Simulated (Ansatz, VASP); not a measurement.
Two plane-wave programs on SiNi

Contents of INCAR:

```
AGGAC = 1.0
AGGAX = 1.0
ALDAC = 0.0
ALDAX = 1.0
ALGO = Normal
EDIFF = 1E-7
EDIFFG = -0.01
ENCUT = 600
GGA = B5
GGA_COMPAT = F
IBRION = 2
ISIF = 3
ISMEAR = -1
ISPIN = 2
LASPH = T
LCHARG = F
LMAXMIX = 4
LORBIT = 11
LREAL = F
LWAVE = F
MAGMOM = 1 1 1 1 0 0 0 0
NELM = 200
NELMIN = 4
NSW = 60
PREC = Accurate
SIGMA = 0.05
```

KPOINTS

```
k-points
0
Gamma
  6 6 6
```

The input POSCAR:

```
SiNi
1.0
    4.5036940000      0.0000000000      0.0000000000
    0.0000000000      4.5036940000      0.0000000000
    0.0000000000      0.0000000000      4.5036940000
Ni Si
4 4
Direct
    0.1495040000      0.1495040000      0.1495040000
    0.6495040000      0.3504960000      0.8504960000
    0.8504960000      0.6495040000      0.3504960000
    0.3504960000      0.8504960000      0.6495040000
    0.8468300000      0.8468300000      0.8468300000
    0.3468300000      0.6531700000      0.1531700000
    0.1531700000      0.3468300000      0.6531700000
    0.6531700000      0.1531700000      0.3468300000
```

Contents of input.yaml:

```yaml
crystal:
  lattice:
    - [4.503694, 0.0, 0.0]
    - [0.0, 4.503694, 0.0]
    - [0.0, 0.0, 4.503694]
  atoms:
    - { symbol: Ni, position: [0.149504, 0.149504, 0.149504], spin: 1.0 }
    - { symbol: Ni, position: [0.649504, 0.350496, 0.850496], spin: 1.0 }
    - { symbol: Ni, position: [0.850496, 0.649504, 0.350496], spin: 1.0 }
    - { symbol: Ni, position: [0.350496, 0.850496, 0.649504], spin: 1.0 }
    - { symbol: Si, position: [0.84683, 0.84683, 0.84683] }
    - { symbol: Si, position: [0.34683, 0.65317, 0.15317] }
    - { symbol: Si, position: [0.15317, 0.34683, 0.65317] }
    - { symbol: Si, position: [0.65317, 0.15317, 0.34683] }
hamiltonian:
  xc: blyp
  pseudopotentials: { kind: paw }
magnetization:
  spin_polarized: true
kpoints:
  mp_grid: { grid: [6, 6, 6] }
scf:
  occupations: { method: fermi_dirac, width: 0.05 }
output:
  forces: true
  stress: true
  eigenvalues: true
relax:
  f_tol: 0.01
  max_steps: 40
  cell: { stress_tol: 0.05 }
```

Alike in both runs: task relaxation of cell and atoms; functional BLYP; k mesh 6 × 6 × 6; occupations fermi-dirac, width 0.05 eV; collinear spin.

|  | VASP | Ansatz |
| --- | --- | --- |
| version | VASP 6.6.1 | Ansatz 0.2.0 |
| potentials or method | VASP PAW PBE potentials, release 64 (Ni, Si) | Ansatz PAW |
| plane-wave cutoff (eV) | 600 | 420 |
| valence electrons in the cell | 56 | 88 |

VASP gave:

- gap on the k mesh at the Fermi level, each at its own relaxed structure (eV): none
- net moment per atom (μB): 0.00
- relaxed volume (Å³/atom): 12.25
- relaxed length of the cell vector where the two differ most in proportion (Å): 4.610

Question: Estimate Ansatz's values.

Answer: gap on the k mesh at the Fermi level, each at its own relaxed structure (eV): none; net moment per atom (μB): 0.00; relaxed volume (Å³/atom): 12.21; relaxed length of the cell vector where the two differ most in proportion (Å): 4.605.

VASP's potentials were made for PBE, not for BLYP. A gap of «none» marks a metal or a gap that the smearing closes. VASP's potentials hold 56 valence electrons a cell and Ansatz's 88, so a difference there can come from the potentials and not from the codes.

Noted on Ansatz's run: the plane-wave basis is chosen anew once the cell has moved, so the energies of steps on either side of that aren't comparable.
